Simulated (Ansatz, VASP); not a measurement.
**Two plane-wave programs on AlAs**

Contents of INCAR:

```
  ALGO = Normal
  EDIFF = 1E-6
  ENCUT = 500
  GGA = PE
  GGA_COMPAT = False
  ISIF = 2
  ISMEAR = 0
  LASPH = True
  LCHARG = False
  LREAL = False
  LWAVE = False
  NBANDS = 11
  NELM = 120
  PREC = Accurate
  SIGMA = 0.02
```

The input KPOINTS:

```
k-points
0
Gamma
  8 8 8
```

The input POSCAR:

```
AlAs
1.0
    0.0000000000      2.8638562129      2.8638562129
    2.8638562129      0.0000000000      2.8638562129
    2.8638562129      2.8638562129      0.0000000000
Al As
1 1
Direct
    0.0000000000      0.0000000000      0.0000000000
    0.2500000000      0.2500000000      0.2500000000
```

Input for Ansatz:

```yaml
crystal:
  lattice:
    - [0.0, 2.8638562129, 2.8638562129]
    - [2.8638562129, 0.0, 2.8638562129]
    - [2.8638562129, 2.8638562129, 0.0]
  atoms:
    - { symbol: Al, position: [0.0, 0.0, 0.0] }
    - { symbol: As, position: [0.25, 0.25, 0.25] }
basis:
  ecutwfc: 420
kpoints:
  mp_grid: { grid: [8, 8, 8] }
  band_path:
    path:
      - [[0.0, 0.0, 0.0], [-0.5, -0.5, 0.0], [-0.375, -0.375, 0.25]]
      - [[-0.375, 0.0, 0.375], [0.0, 0.0, 0.0], [0.0, 0.0, 0.5], [-0.5, -0.25, 0.25], [-0.5, -0.5, 0.0]]
    npoints: 10
hamiltonian:
  xc: pbe
  pseudopotentials: { kind: paw, azcp: { folder: soft_1 } }
scf:
  occupations: { method: gaussian, width: 0.02 }
  n_extra_bands: 7
output:
  forces: true
  stress: true
  eigenvalues: true
  write_density: true
  write_potential: true
  elf: true
  volumetric_format: npy
```

Alike in both runs: task single point; functional PBE; k mesh 8 × 8 × 8; occupations gaussian, width 0.02 eV; no spin polarisation.

|  | VASP | Ansatz |
| --- | --- | --- |
| version | VASP 6.6.1 | Ansatz 0.2.0 |
| potentials or method | VASP PAW PBE potentials, release 64 (Al, As), cutoff 500 eV | scalar-relativistic, plane waves, PAW |
| valence electrons in the cell | 8 | 18 |

```csv
,VASP,Ansatz,Ansatz less VASP
gap on the k mesh at the Fermi level (eV),1.49,1.50,+0.009
least direct gap on the mesh (eV),1.78,1.78,-0.003
pressure (GPa),0.2,0.0,-0.17
```

The functional is the same, so the differences come from potentials, cutoffs and numerics. VASP's potentials hold 8 valence electrons a cell and Ansatz's 18, so a difference there can come from the potentials and not from the codes.
